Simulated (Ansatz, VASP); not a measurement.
ZnS in VASP and in Ansatz

Contents of INCAR:

```
SYSTEM = ZnS
  ALGO = Normal
  EDIFF = 1E-6
  ENCUT = 520
  GGA = PE
  ISIF = 2
  ISMEAR = 0
  LASPH = .True.
  LCHARG = .False.
  LREAL = .False.
  LWAVE = .False.
  NBANDS = 16
  NELM = 80
  PREC = Accurate
  SIGMA = 0.05
```

KPOINTS

```
k-points
0
Gamma
  10 10 10
  0 0 0
```

POSCAR

```
ZnS
1.0
    0.0000000000      2.7046500000      2.7046500000
    2.5694175000      0.0000000000      2.7046500000
    2.5694175000      2.7046500000      0.0000000000
Zn S
1 1
Direct
    0.0000000000      0.0000000000      0.0000000000
    0.7500000000      0.7500000000      0.7500000000
```

Input for Ansatz:

```yaml
crystal:
  lattice:
    - [0.0, 2.70465, 2.70465]
    - [2.5694175, 0.0, 2.70465]
    - [2.5694175, 2.70465, 0.0]
  atoms:
    - { symbol: Zn, position: [0.0, 0.0, 0.0] }
    - { symbol: S, position: [0.75, 0.75, 0.75] }
basis:
  ecutwfc: 420
kpoints:
  mp_grid: { grid: [10, 10, 10] }
hamiltonian:
  xc: pbe
scf:
  occupations: { method: gaussian, width: 0.05 }
output:
  forces: true
  stress: true
  eigenvalues: true
```

Change from the starting cell: strain -0.0500 x Voigt [1, 0, 0, 0, 0, 0], atoms carried along.

Alike in both runs: task single point; functional PBE; k mesh 10 × 10 × 10; occupations gaussian, width 0.05 eV; no spin polarisation.

```csv
,VASP,Ansatz
version,VASP 6.6.1,Ansatz 0.2.0
potentials or method,"VASP PAW PBE potentials, release 64 (Zn, S), cutoff 520 eV","scalar-relativistic, plane waves, PAW"
valence electrons in the cell,18,18
```

VASP gave:

```
gap on the k mesh at the Fermi level (eV)                     : 2.21
least direct gap on the mesh (eV)                             : 2.21
pressure (GPa)                                                : 5.8
traceless stress, the component that is largest in VASP (GPa) : 1.16
```

Problem. Estimate Ansatz's values.

Solution. gap on the k mesh at the Fermi level (eV): 2.20; least direct gap on the mesh (eV): 2.20; pressure (GPa): 5.6; traceless stress, the component that is largest in VASP (GPa): 1.17.
